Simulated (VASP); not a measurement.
# MgI2 (P-3m1) in VASP: further runs, part 2 of 2

VASP 6.6.1. The steps go on from the part before.

**3. Single point, PBE**

INCAR

```
PREC = Accurate
ENCUT = 520
EDIFF = 1E-7
ISMEAR = 0
SIGMA = 0.05
LREAL = False
LASPH = True
NELM = 80
ALGO = Normal
ISIF = 2
LWAVE = False
LCHARG = True
GGA = PE
LELF = True
LVHAR = True
NBANDS = 15
```

KPOINTS

```
regular mesh
0
Gamma
  6 6 4
```

POSCAR

```
MgI2
1.0
    4.1846439568      0.0000000000      0.0000000000
   -2.0923219784      3.6240079724      0.0000000000
    0.0000000000      0.0000000000      7.7698369697
Mg I
1 2
Direct
    0.0000000000      0.0000000000      0.0000000000
    0.3333333333      0.6666666667      0.7705052557
    0.6666666667      0.3333333333      0.2294947443
```

Potentials or basis: VASP PAW PBE potentials, release 64 (Mg, I).

Launch:

```sh
$ cat potpaw_PBE.64/Mg/POTCAR potpaw_PBE.64/I/POTCAR > POTCAR
$ mpirun -np 1 vasp_std > vasp.out
```

OUTCAR:

```text
PREC = Accurate
   ENCUT = 520
   EDIFF = 1E-7
   ISMEAR = 0
   LREAL = False
   LASPH = True
   NELM = 80
   ISIF = 2
   GGA = PE

 ion  position               nearest neighbor table
   1  0.000  0.000  0.000-   2 3.00   3 3.00   3 3.00   2 3.00   3 3.00   2 3.00
   2  0.333  0.667  0.771-   1 3.00   1 3.00   1 3.00
   3  0.667  0.333  0.229-   1 3.00   1 3.00   1 3.00

  LATTYP: Found a hexagonal cell.
 ALAT       =     4.1846439568
 C/A-ratio  =     1.8567498334

  Lattice vectors:

 A1 = (   4.1846439568,   0.0000000000,   0.0000000000)
 A2 = (  -2.0923219784,   3.6240079724,   0.0000000000)
 A3 = (   0.0000000000,   0.0000000000,   7.7698369697)

Analysis of symmetry for initial positions (statically):
[... 33 lines left out ...]
                                     Primitive cell

  volume of cell :     117.8310

  direct lattice vectors                    reciprocal lattice vectors
     4.184643957  0.000000000  0.000000000     0.238968957  0.137968791  0.000000000
    -2.092321978  3.624007972  0.000000000     0.000000000  0.275937583  0.000000000
     0.000000000  0.000000000  7.769836970     0.000000000  0.000000000  0.128702829

  length of vectors
[... 146 lines left out ...]
      6       0.9594      2.00000
      7       1.1855      2.00000
      8       1.1855      2.00000
      9       4.5863      0.00000
     10       6.0998      0.00000
     11       7.9359      0.00000
     12       7.9359      0.00000
     13       8.1035      0.00000
     14       9.3817      0.00000
[... 401 lines left out ...]
      2      -9.8654      2.00000
      3      -1.7118      2.00000
      4      -1.1650      2.00000
      5      -1.1650      2.00000
      6      -0.7832      2.00000
      7       0.4238      2.00000
      8       0.4238      2.00000
      9       5.3666      0.00000
     10       6.7796      0.00000
     11       6.7796      0.00000
     12       8.3712      0.00000
     13       9.5093      0.00000
     14       9.7596      0.00000
     15       9.9833      0.00000

------------------------ aborting loop because EDIFF is reached ----------------------------------------

  FORCE on cell =-STRESS in cart. coord.  units (eV):
  Direction    XX          YY          ZZ          XY          YZ          ZX
  --------------------------------------------------------------------------------------
  -------------------------------------------------------------------------------------
  Total       -0.4318818     -0.4318818     -1.5940075      0.0000000     -0.0000000      0.0000000
  in kB       -5.8724044     -5.8724044    -21.6741151      0.0000000     -0.0000000      0.0000000
  external PRESSURE =     -11.1396413 kB  Pullay stress =       0.0000000 kB

 VOLUME and BASIS-vectors are now :
 -----------------------------------------------------------------------------
  energy-cutoff  :      520.00
  volume of cell :      117.83
      direct lattice vectors                 reciprocal lattice vectors
     4.184643957  0.000000000  0.000000000     0.238968957  0.137968791  0.000000000
    -2.092321978  3.624007972  0.000000000     0.000000000  0.275937583  0.000000000
     0.000000000  0.000000000  7.769836970     0.000000000  0.000000000  0.128702829

 POSITION                                       TOTAL-FORCE (eV/Angst)
 -----------------------------------------------------------------------------------
      0.00000      0.00000      0.00000         0.000000      0.000000      0.000000
     -0.00000      2.41601      5.98670        -0.000000      0.000000      0.467651
      2.09232      1.20800      1.78314         0.000000     -0.000000     -0.467651
 -----------------------------------------------------------------------------------
    total drift:                                0.000000     -0.000000      0.000000

  FREE ENERGIE OF THE ION-ELECTRON SYSTEM (eV)
  ---------------------------------------------------
  free  energy   TOTEN  =        -7.6874132084 eV

  energy  without entropy=       -7.6874132084  energy(sigma->0) =       -7.68741321
```

stdout:

```text
POSCAR found type information on POSCAR MgI
 POSCAR found :  2 types and       3 ions
 scaLAPACK will be used
 LDA part: xc-table for (Slater+PW92), standard interpolation
 POSCAR, INCAR and KPOINTS ok, starting setup
 FFT: planning ... GRIDC
 FFT: planning ... GRID_SOFT
 FFT: planning ... GRID
 WAVECAR not read
 entering main loop
```

Wall time 41 s (1 thread of Intel Xeon Platinum 8259CL at 2.50GHz (Skylake/Cascade Lake), shared host); peak memory 0.25 GiB.

Results:

```
Free energy            : -7.6874 eV
Pressure               : -1.1 GPa
Largest force          : 0.468 eV/Å
Band gap on the k mesh : 3.34 eV, indirect (least direct gap 3.40 eV)
```

Forces on the atoms (eV/Å):
```
Mg   0.000  0.000  0.000
I    0.000  0.000  0.468
I    0.000  0.000 -0.468
```

Stress tensor (GPa, compression positive):
```
-0.59  0.00  0.00
 0.00 -0.59  0.00
 0.00  0.00 -2.17
```

Caveat: spin-orbit coupling is left out, which moves the levels of the heavy elements; this functional lacks dispersion, which binds the layers, so the pressure and a relaxed spacing across them are unreliable. A k mesh can miss the band edges.

**4. Single point, PBE**

INCAR

```
SYSTEM = MgI2
PREC = Accurate
ENCUT = 520
EDIFF = 1E-7
ISMEAR = 0
SIGMA = 0.05
LREAL = .False.
LASPH = .True.
NELM = 60
ALGO = Normal
ISIF = 2
LWAVE = .False.
LCHARG = .False.
GGA = PE
NBANDS = 15
```

KPOINTS

```
regular mesh
0
Gamma
  6 6 4
  0 0 0
```

POSCAR

```
MgI2
1.0
    4.1846439568      0.0000000000      0.0000000000
   -2.0923219784      3.6240079724      0.0000000000
    0.0000000000      0.0000000000      7.7698369697
Mg I
1 2
Direct
    0.0000000000      0.0000000000      0.0000000000
    0.3333333333      0.6666666667      0.7781860196
    0.6666666667      0.3333333333      0.2218139804
```

Launch:

```sh
$ cat potpaw_PBE.64/Mg/POTCAR potpaw_PBE.64/I/POTCAR > POTCAR
$ mpirun -np 1 vasp_std > vasp.out
```

Wall time 42 s (1 thread of Intel Xeon Platinum 8259CL at 2.50GHz (Skylake/Cascade Lake), shared host); peak memory 0.26 GiB.

The run converged. Its results:

- Free energy: -7.7282 eV
- Pressure: -0.4 GPa
- Largest force: 0.212 eV/Å
- Band gap on the k mesh: 3.49 eV, indirect (least direct gap 3.59 eV)

Forces in eV/Å, atoms in the order of the input:
```
Mg   0.000  0.000  0.000
I    0.000  0.000  0.212
I    0.000  0.000 -0.212
```

Stress tensor (GPa, compression positive):
```
-0.15  0.00  0.00
 0.00 -0.15  0.00
 0.00  0.00 -0.93
```

Levels at points of the mesh, in eV from the valence-band top:
| k point | band 4 | band 5 | band 6 | band 7 | band 8 | band 9 | band 10 | band 11 | band 12 | band 13 |
| --- | --- | --- | --- | --- | --- | --- | --- | --- | --- | --- |
| (0.00, 0.00, 0.00) | -0.40 | -0.26 | -0.26 | 0.00 | 0.00 | 3.59 | 4.91 | 6.73 | 6.73 | 6.93 |
| (0.50, 0.00, 0.00) | -2.71 | -1.51 | -1.11 | -0.76 | -0.43 | 3.59 | 5.33 | 5.62 | 7.13 | 7.19 |
| (0.00, 0.00, 0.50) | -1.05 | -0.23 | -0.23 | -0.02 | -0.02 | 4.33 | 4.89 | 6.68 | 6.68 | 7.30 |
| (0.50, 0.00, 0.50) | -2.83 | -1.25 | -1.07 | -0.74 | -0.49 | 3.49 | 5.29 | 5.63 | 6.13 | 7.43 |

Caveat: spin-orbit coupling is left out, which moves the levels of the heavy elements; this functional lacks dispersion, which binds the layers, so the pressure and a relaxed spacing across them are unreliable. A k mesh can miss the band edges.
